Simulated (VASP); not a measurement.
Input of a VASP 6.6.1 run:

POSCAR

```
MgO
1.0
    3.3077869865      0.0000000000      0.0000000000
   -1.6538934933      2.8646275606      0.0000000000
    0.0000000000      0.0000000000      4.9828816700
Mg O
2 2
Direct
    0.6666666667      0.3333333333      0.5021597400
    0.3333333333      0.6666666667      0.0021597400
    0.6666666667      0.3333333333      0.9024402600
    0.3333333333      0.6666666667      0.4024402600
```

Contents of INCAR.step1:

```
SYSTEM = MgO
PREC = Accurate
ENCUT = 520
EDIFF = 1E-5
ISMEAR = -1
SIGMA = 0.05
LREAL = .False.
LASPH = .True.
NELM = 80
ALGO = Normal
ISIF = 2
LWAVE = .True.
LCHARG = .False.
GGA = PE
NBANDS = 16
```

Contents of INCAR.step2:

```
SYSTEM = MgO
PREC = Accurate
ENCUT = 520
EDIFF = 1E-7
ISMEAR = -1
SIGMA = 0.05
LREAL = .False.
LASPH = .True.
NELM = 80
ALGO = Normal
ISIF = 2
LWAVE = .False.
LCHARG = .False.
GGA = PE
LHFCALC = .True.
AEXX = 0.25
HFSCREEN = 0.3
PRECFOCK = Normal
ISTART = 1
NBANDS = 16
```

The input KPOINTS:

```
Automatic mesh
0
Gamma
  5 5 3
  0 0 0
```

Potentials or basis: VASP PAW PBE potentials, release 64 (Mg, O).

Run with:

```console
$ cat potpaw_PBE.64/Mg/POTCAR potpaw_PBE.64/O/POTCAR > POTCAR
$ cp INCAR.step1 INCAR
$ mpirun -np 1 vasp_std > vasp.out
$ cp INCAR.step2 INCAR
$ mpirun -np 1 vasp_std > vasp.out
```

(1) Estimate the band gap on the k mesh.

(2) Estimate the largest force.

## Answers

(1) 4.81 eV.

(2) 0.032 eV/Å.

Caveat: the k points lie up to 0.44 Å⁻¹ apart; the PAW data sets were made with another functional, which shifts forces and pressure a little.
